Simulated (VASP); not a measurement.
Sb: electric field gradients with PBE

Sb:

```
CELL_PARAMETERS angstrom
3.43508 0.00000 0.00000
-1.71754 2.97486 0.00000
0.00000 0.00000 5.43454
ATOMIC_POSITIONS crystal
Sb 0.33333 0.66667 0.25000
Sb 0.66667 0.33333 0.75000
```

This cell differs from its parent crystal: volume scaled by 1.06.

```json
{
  "Program": "VASP 6.6.1",
  "Task": "electric field gradients",
  "Functional": "PBE",
  "Potentials or basis": "VASP PAW PBE potentials, release 64 (Sb)",
  "Cutoff": "520 eV",
  "k mesh": "12 × 12 × 7",
  "Occupations": "fermi-dirac, width 0.05 eV",
  "Spin": "no spin polarisation",
  "Dipole correction": "no",
  "Further INCAR settings": "ALGO = Normal; EDIFF = 1e-08; NBANDS = 12"
}
```

| Property | Result |
| --- | --- |
| Pressure | -0.9 GPa |
| Band gap on the k mesh | zero (band 5 reaches 11.86 eV, above the bottom of band 6 at 5.41 eV) |

Stress tensor (GPa, compression positive):
```
-0.58  0.00  0.00
 0.00 -0.58  0.00
 0.00  0.00 -1.59
```

Levels at points of the mesh, in eV from the Fermi level:
| k point | band 2 | band 3 | band 4 | band 5 | band 6 | band 7 | band 8 | band 9 |
| --- | --- | --- | --- | --- | --- | --- | --- | --- |
| (0.00, 0.00, 0.00) | -8.85 | -5.61 | 3.06 | 3.06 | 4.73 | 4.73 | 5.55 | 7.12 |
| (0.50, 0.00, 0.00) | -8.10 | -4.15 | -2.79 | -2.26 | -0.13 | 0.10 | 3.48 | 4.22 |

Electric field gradients, principal values (V/Å²):
| atom | least | middle | greatest (by size) |
| --- | --- | --- | --- |
| 1 Sb | -11.469 | -11.469 | 22.937 |
| 2 Sb | -11.469 | -11.469 | 22.937 |

Run time: 32 s on 1 thread of Intel Xeon 6975P-C, on a shared host, peak memory 0.2 GiB.

Caveat: without QUAD_EFG the Cq values of the log hold for a quadrupole moment of 1 mb, not for the nuclei; spin-orbit coupling is left out, which moves the levels of the heavy elements.
